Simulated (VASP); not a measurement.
A run of VASP 6.6.1:

File INCAR:

```
SYSTEM = InW4
ALGO     = Fast           ! electronic algorithm
EDIFF    = 1E-6           ! SCF threshold, eV
ENCUT    = 520            ! plane-wave cutoff, eV
GGA      = PE             ! functional
ISIF     = 2              ! what is computed and relaxed
ISMEAR   = 0              ! smearing method
LASPH    = .True.         ! aspherical terms in the spheres
LCHARG   = .True.         ! write CHGCAR
LELF     = .True.         ! ELF
LREAL    = .False.        ! projectors in reciprocal space
LVHAR    = .True.       
LWAVE    = .False.        ! write WAVECAR
NBANDS   = 42             ! bands
NELM     = 100            ! most SCF steps
PREC     = Accurate       ! precision mode
SIGMA    = 0.1            ! smearing width, eV
```

KPOINTS

```
k-points
0
Gamma
  4 4 4
  0 0 0
```

File POSCAR:

```
InW4
1.0
   -2.8513059100      2.8513059100      2.8513059100
    2.8513059100     -2.8513059100      2.8513059100
    2.8513059100      2.8513059100     -2.8513059100
In W
1 4
Direct
    0.0000000000      0.0000000000      0.0000000000
    0.0000000000      0.0000000000      0.5000000000
    0.0000000000      0.5000000000      0.0000000000
    0.5000000000      0.0000000000      0.0000000000
    0.5000000000      0.5000000000      0.5000000000
```

Potentials or basis: VASP PAW PBE potentials, release 64 (In_d, W_sv).

The run is started by

```sh
$ cat potpaw_PBE.64/In_d/POTCAR potpaw_PBE.64/W_sv/POTCAR > POTCAR
$ mpirun -np 1 vasp_std > vasp.out
```

Hardware: 1 thread of Intel Xeon 8259CL (shared host).

Task: Estimate the wall time of this run.

Result: It took 5.8 min on 1 thread of Intel Xeon 8259CL (shared host), peak memory 0.25 GiB. Counts: scf iterations 60, k points 8.
